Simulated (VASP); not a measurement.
# SiC (F-43m) in VASP: further runs, part 2 of 2

VASP 6.6.1. The steps go on from the part before.

### 4 Relaxation of cell and atoms, r2SCAN, target pressure 10 GPa, at which the enthalpy is minimised

Contents of POSCAR:

```
SiC
1.0
    0.0000000000      2.1781707228      2.1781707228
    2.1781707228      0.0000000000      2.1781707228
    2.1781707228      2.1781707228      0.0000000000
Si C
1 1
Direct
    0.0000000000      0.0000000000      0.0000000000
    0.7500000000      0.7500000000      0.7500000000
```

Contents of INCAR.step1:

```
PREC = Accurate
ENCUT = 600
ISMEAR = 0
SIGMA = 0.01
LREAL = False
LASPH = True
NELM = 60
GGA = PE
ALGO = Normal
EDIFF = 1E-4
LWAVE = True
LCHARG = False
```

Contents of INCAR.step2:

```
PREC = Accurate
ENCUT = 600
EDIFF = 1E-7
ISMEAR = 0
SIGMA = 0.01
LREAL = False
LASPH = True
NELM = 60
ALGO = Normal
ISIF = 3
LWAVE = False
LCHARG = False
METAGGA = R2SCAN
LMIXTAU = True
IBRION = 2
NSW = 100
EDIFFG = -0.002
PSTRESS = 100.0
ISTART = 1
```

Contents of KPOINTS:

```
regular mesh
0
Gamma
  8 8 8
```

Command:

```console
cat potpaw_PBE.64/Si/POTCAR potpaw_PBE.64/C/POTCAR > POTCAR
cp INCAR.step1 INCAR
mpirun -np 1 vasp_std > vasp.out
cp INCAR.step2 INCAR
mpirun -np 1 vasp_std > vasp.out
```

Run time: 69 s. Hardware: 1 thread of Intel Xeon 6975P-C (Granite Rapids), shared host; peak memory 0.15 GiB.

It converged, with:

```
Free energy                                            : -19.3032 eV
Relaxed volume                                         : 9.91 Å³/atom
Relaxed cell                                           : a = 3.037 Å, b = 3.037 Å, c = 3.037 Å, α = 60.00°, β = 60.00°, γ = 60.00°
Space group after relaxing (to 0.05 Å)                 : F-43m (No. 216)
Energy change on relaxing (the enthalpy is what falls) : +12.4 meV/atom
Ionic steps                                            : 6
Pressure after relaxing                                : 10.0 GPa
Band gap on the k mesh                                 : 1.70 eV, indirect (least direct gap 5.11 eV)
```

Step by step:
| step | energy change (eV) | largest force (eV/Å) | pressure (GPa) | volume (Å³) |
| --- | --- | --- | --- | --- |
| 1 | 0.0000 | 0.0000 | -0.35 | 20.67 |
| 2 | 0.1449 | 0.0000 | 26.42 | 18.74 |
| 3 | 0.0242 | 0.0000 | 9.86 | 19.82 |
| 4 | 0.0252 | 0.0000 | 10.09 | 19.81 |
| 5 | 0.0244 | 0.0000 | 9.92 | 19.82 |
| 6 | 0.0249 | 0.0000 | 10.01 | 19.81 |

Final structure:
```
Si C
1.0
     0.00000    2.14765    2.14765
     2.14765    0.00000    2.14765
     2.14765    2.14765    0.00000
Si C
1 1
Cartesian
  2.1477 4.2953 2.1477
  3.2215 3.2215 3.2215
```

Levels at points of the mesh, in eV from the valence-band top:
| k point | band 1 | band 2 | band 3 | band 4 | band 5 | band 6 | band 7 | band 8 |
| --- | --- | --- | --- | --- | --- | --- | --- | --- |
| (0.00, 0.00, 0.00) | -16.53 | 0.00 | 0.00 | 0.00 | 7.38 | 8.18 | 8.18 | 8.18 |
| (0.50, 0.00, 0.00) | -12.74 | -9.06 | -1.11 | -1.11 | 6.42 | 7.95 | 7.95 | 11.22 |
| (0.50, 0.50, 0.00) | -11.23 | -8.19 | -3.42 | -3.42 | 1.70 | 5.00 | 15.68 | 15.68 |

Caveat: the cell is relaxed towards a set pressure, so the enthalpy falls and the energy may rise; the PAW data sets were made with another functional, which shifts forces and pressure a little. A k mesh can miss the band edges.

### 5 Relaxation of cell and atoms, r2SCAN, target pressure 15 GPa, at which the enthalpy is minimised

POSCAR is that of step 4.

Contents of INCAR.step1:

```
SYSTEM = SiC
PREC = Accurate
ENCUT = 600
ISMEAR = 0
SIGMA = 0.01
LREAL = .False.
LASPH = .True.
NELM = 60
GGA = PE
ALGO = Normal
EDIFF = 1E-4
LWAVE = .True.
LCHARG = .False.
```

Contents of INCAR.step2:

```
SYSTEM = SiC
PREC = Accurate
ENCUT = 600
EDIFF = 1E-6
ISMEAR = 0
SIGMA = 0.01
LREAL = .False.
LASPH = .True.
NELM = 60
ALGO = Normal
ISIF = 3
LWAVE = .False.
LCHARG = .False.
METAGGA = R2SCAN
LMIXTAU = .True.
IBRION = 2
NSW = 100
EDIFFG = -0.002
PSTRESS = 150.0
ISTART = 1
```

Contents of KPOINTS:

```
regular mesh
0
Gamma
  8 8 8
  0 0 0
```

Potentials or basis: VASP PAW PBE potentials, release 64 (Si, C).

Command:

```console
cat potpaw_PBE.64/Si/POTCAR potpaw_PBE.64/C/POTCAR > POTCAR
cp INCAR.step1 INCAR
mpirun -np 1 vasp_std > vasp.out
cp INCAR.step2 INCAR
mpirun -np 1 vasp_std > vasp.out
```

OUTCAR:

```text
SYSTEM = SiC
   PREC = Accurate
   ENCUT = 600
   EDIFF = 1E-6
   ISMEAR = 0
   LREAL = .False.
   LASPH = .True.
   NELM = 60
   ISIF = 3
   METAGGA = R2SCAN
   IBRION = 2
   NSW = 100
   EDIFFG = -0.002
   PSTRESS = 150.0
   ISTART = 1

 ion  position               nearest neighbor table
   1  0.000  0.000  0.000-   2 1.89   2 1.89   2 1.89   2 1.89
   2  0.750  0.750  0.750-   1 1.89   1 1.89   1 1.89   1 1.89

  LATTYP: Found a face centered cubic cell.
 ALAT       =     4.3563414456

  Lattice vectors:

 A1 = (   0.0000000000,   2.1781707228,   2.1781707228)
 A2 = (   2.1781707228,   0.0000000000,   2.1781707228)
 A3 = (   2.1781707228,   2.1781707228,   0.0000000000)

Analysis of symmetry for initial positions (statically):
=====================================================================
 Subroutine PRICEL returns:
 Original cell was already a primitive cell.

 Routine SETGRP: Setting up the symmetry group for a
 face centered cubic supercell.

 Subroutine GETGRP returns: Found 24 space group operations
 (whereof 24 operations were pure point group operations)
 out of a pool of 48 trial point group operations.

The static configuration has the point symmetry T_d .

Analysis of symmetry for dynamics (positions and initial velocities):
=====================================================================
 Subroutine PRICEL returns:
 Original cell was already a primitive cell.

 Routine SETGRP: Setting up the symmetry group for a
 face centered cubic supercell.

 Subroutine GETGRP returns: Found 24 space group operations
 (whereof 24 operations were pure point group operations)
 out of a pool of 48 trial point group operations.

The dynamic configuration has the point symmetry T_d .

 Subroutine INISYM returns: Found 24 space group operations
 (whereof 24 operations are pure point group operations),
 and found     1 'primitive' translations

----------------------------------------------------------------------------------------

                                     Primitive cell

  volume of cell :      20.6683

  direct lattice vectors                    reciprocal lattice vectors
     0.000000000  2.178170723  2.178170723    -0.229550418  0.229550418  0.229550418
     2.178170723  0.000000000  2.178170723     0.229550418 -0.229550418  0.229550418
     2.178170723  2.178170723  0.000000000     0.229550418  0.229550418 -0.229550418

  length of vectors
     3.080398577  3.080398577  3.080398577     0.397592987  0.397592987  0.397592987

  position of ions in fractional coordinates (direct lattice)
     0.000000000  0.000000000  0.000000000
     0.750000000  0.750000000  0.750000000

  ion indices of the primitive-cell ions
   primitive index   ion index
                 1           1
                 2           2

----------------------------------------------------------------------------------------

 KPOINTS: regular mesh
[... 48 lines left out ...]
 -0.375000  0.250000  0.125000     24.000000
 [... further k-points ...]
   k-points           NKPTS =     29   k-points in BZ     NKDIM =     29   number of bands    NBANDS=      8
   number of dos      NEDOS =    301   number of ions     NIONS =      2
   total plane-waves  NPLWV =  21952
   dimension x,y,z NGX =    28 NGY =   28 NGZ =   28
   dimension x,y,z NGXF=    56 NGYF=   56 NGZF=   56
   ions per type =               1   1
   NGX,Y,Z   is equivalent  to a cutoff of  15.11, 15.11, 15.11 a.u.
   NGXF,Y,Z  is equivalent  to a cutoff of  30.22, 30.22, 30.22 a.u.
 SYSTEM =  SiC
   PREC   = accura    normal or accurate (medium, high low for compatibility)
   ISTART =      1    job   : 0-new  1-cont  2-samecut
   ICHARG =      0    charge: 1-file 2-atom 10-const
   ISPIN  =      1    spin polarized calculation?
   LNONCOLLINEAR =      F non collinear calculations
   LSORBIT =      F    spin-orbit coupling
   LASPH  =      T    aspherical Exc in radial PAW
   ENCUT  =  600.0 eV  44.10 Ry    6.64 a.u.   6.15  6.15  6.15*2*pi/ulx,y,z
   NELM   =     60;   NELMIN=  2; NELMDL=  0     # of ELM steps
   EDIFF  = 0.1E-05   stopping-criterion for ELM
   LREAL  =      F    real-space projection
   EDIFFG = -.2E-02   stopping-criterion for IOM
   NSW    =    100    number of steps for IOM
   IBRION =      2    ionic relax: 0-MD 1-quasi-New 2-CG
   NFREE  =      1    steps in history (QN), initial steepest desc. (CG)
   ISIF   =      3    stress and relaxation
   ISYM   =      2    0-nonsym 1-usesym 2-fastsym
   POTIM  = 0.5000    time-step for ionic-motion
   TEBEG  =    0.0;   TEEND  =   0.0 temperature during run
   PSTRESS=  150.0 pullay stress
   NELECT =       8.0000    total number of electrons
   NUPDOWN=      -1.0000    fix difference up-down
   EMIN   =  10.00;   EMAX   =-10.00  energy-range for DOS
   EFERMI =   0.00;   METHOD = LEGACY
   ISMEAR =     0;   SIGMA  =   0.01  broadening in eV -4-tet -1-fermi 0-gaus
   EFERMI_NEDOS =   21; number of points for ismear=-14 and -15
   IALGO  =     38    algorithm
   IMIX   =      4    mixing-type and parameters
     AMIX     =   0.40;   BMIX     =  1.00
     AMIX_MAG =   1.60;   BMIX_MAG =  1.00
  volume/ion in A,a.u.               =      10.33        69.74
  Fermi-wavevector in a.u.,A,eV,Ry     =   1.193080  2.254594 19.367077  1.423440
  Thomas-Fermi vector in A             =   2.329103
   LORBIT       =      0    0 simple, 1 ext, 2 COOP (PROOUT), +10 PAW based schemes
   METAGGA = R2SCAN    functional components
   LHFCALC =     F    Hartree Fock is set to
   AEXX    =    0.0000 exact exchange contribution
   IVDW    =     0    specifies the selected vdW correction
   LEPSILON=     F    determine dielectric tensor
   LRPA    =     F    only Hartree local field effects (RPA)
 conjugate gradient relaxation of ions
 non-spin polarized calculation
 Gauss-broadening in eV      SIGMA  =   0.01
  energy-cutoff  :      600.00
  volume of cell :       20.67
 maximum number of plane-waves:       701
 NGX is ok and might be reduce to    28
   NGX = 13   NGY = 13   NGZ = 13

--------------------------------------- Ionic step        1  -------------------------------------------

 number of electron       8.0000000 magnetization

 Free energy of the ion-electron system (eV)
  ---------------------------------------------------
  ext. energy  EPLUGINS =         0.00000000
  ---------------------------------------------------
  free energy    TOTEN  =       -19.32808505 eV

  energy without entropy =      -19.32808505  energy(sigma->0) =      -19.32808505

------------------------ aborting loop because EDIFF is reached ----------------------------------------

  FORCE on cell =-STRESS in cart. coord.  units (eV):
  Direction    XX          YY          ZZ          XY          YZ          ZX
  --------------------------------------------------------------------------------------
  -------------------------------------------------------------------------------------
  Total       -0.0441185     -0.0441185     -0.0441185     -0.0000000      0.0000000     -0.0000000
  in kB       -3.4199940     -3.4199940     -3.4199940     -0.0000000      0.0000000     -0.0000000
  external PRESSURE =    -153.4199940 kB  Pullay stress =     150.0000000 kB
[... 101 lines left out ...]
--------------------------------------- Ionic step        4  -------------------------------------------

 number of electron       8.0000000 magnetization

 Free energy of the ion-electron system (eV)
  ---------------------------------------------------
  ext. energy  EPLUGINS =         0.00000000
  ---------------------------------------------------
  free energy    TOTEN  =       -19.27556110 eV

  energy without entropy =      -19.27556110  energy(sigma->0) =      -19.27556110

 E-fermi :   8.8071     XC(G=0): -12.2126

 val. band max:        8.6839756681   @ k =   0.0000   0.0000   0.0000
 cond. band min:      10.3665838178   @ k =   0.5000   0.5000   0.0000
 fundamental gap:      1.6826081497
 Fermi energy:         8.8071374952

 k-point     1 :       0.0000    0.0000    0.0000
  band No.  band energies     occupation
      1      -7.9939      2.00000
      2       8.6840      2.00000
      3       8.6840      2.00000
      4       8.6840      2.00000
      5      16.2981      0.00000
      6      17.0082      0.00000
      7      17.0082      0.00000
      8      17.0082      0.00000
[... 243 lines left out ...]
 k-point    24 :      -0.3750    0.2500    0.1250
  band No.  band energies     occupation
      1      -3.4408      2.00000
      2       0.3170      2.00000
      3       4.7384      2.00000
      4       6.2555      2.00000
      5      14.6119      0.00000
      6      17.0112      0.00000
      7      20.1176      0.00000
      8      21.1389      0.00000

 [... further k-points ...]

------------------------ aborting loop because EDIFF is reached ----------------------------------------

  FORCE on cell =-STRESS in cart. coord.  units (eV):
  Direction    XX          YY          ZZ          XY          YZ          ZX
  --------------------------------------------------------------------------------------
  -------------------------------------------------------------------------------------
  Total        1.8213494      1.8213494      1.8213494     -0.0000000      0.0000000     -0.0000000
  in kB      149.9863309    149.9863309    149.9863309     -0.0000000      0.0000000     -0.0000000
  external PRESSURE =      -0.0136691 kB  Pullay stress =     150.0000000 kB
[... 21 lines left out ...]
  energy  without entropy=      -19.2755611039  energy(sigma->0) =      -19.27556110

  enthalpy is  TOTEN    =       -17.4540457055 eV   P V=        1.8215153985

 reached required accuracy - stopping structural energy minimisation
```

It took 44 s on 1 thread of Intel Xeon 6975P-C (Granite Rapids), shared host; peak memory 0.16 GiB.

Results:

```yaml
Free_energy: -19.2756 eV
Relaxed_volume: 9.73 Å³/atom
Relaxed_cell: a = 3.019 Å, b = 3.019 Å, c = 3.019 Å, α = 60.00°, β = 60.00°, γ = 60.00°
Space_group_after_relaxing_to_0.05_Å: F-43m (No. 216)
Energy_change_on_relaxing_the_enthalpy_is_what_falls: +26.3 meV/atom
Ionic_steps: 4
Pressure_after_relaxing: 15.0 GPa
Band_gap_on_the_k_mesh: 1.68 eV, indirect (least direct gap 5.14 eV)
```

The path:
```csv
step,energy change (eV),largest force (eV/Å),pressure (GPa),volume (Å³)
1,0.0000,0.0000,-0.34,20.67
2,0.3368,0.0000,43.53,17.85
3,0.0504,0.0000,14.63,19.48
4,0.0525,0.0000,15.00,19.46
```

Final structure:
```
Si C
1.0
     0.00000    2.13472    2.13472
     2.13472    0.00000    2.13472
     2.13472    2.13472    0.00000
Si C
1 1
Direct
  0.00000 0.00000 0.00000
  0.75000 0.75000 0.75000
```

Caveat: the cell is relaxed towards a set pressure, so the enthalpy falls and the energy may rise; the PAW data sets were made with another functional, which shifts forces and pressure a little. A k mesh can miss the band edges.

### 6 Summary

| cell | gap on the mesh (eV) | pressure (GPa) |
| --- | --- | --- |
| relaxed to 4 GPa | 1.71 | 4.0 |
| relaxed to 7 GPa | 1.70 | 7.0 |
| relaxed to 10 GPa | 1.70 | 10.0 |
| relaxed to 15 GPa | 1.68 | 15.0 |

Alike in all rows: task relaxation of cell and atoms; level r2SCAN; potentials or basis VASP PAW PBE potentials, release 64 (Si, C); no spin polarisation; k mesh 8 × 8 × 8; cutoff (eV) 600; smearing gaussian 0.01 eV.

Caveats: the cell is relaxed towards a set pressure, so the enthalpy falls and the energy may rise; the PAW data sets were made with another functional, which shifts forces and pressure a little.

Total energies depend on the potentials used, so only differences within one code and one set of settings carry meaning.
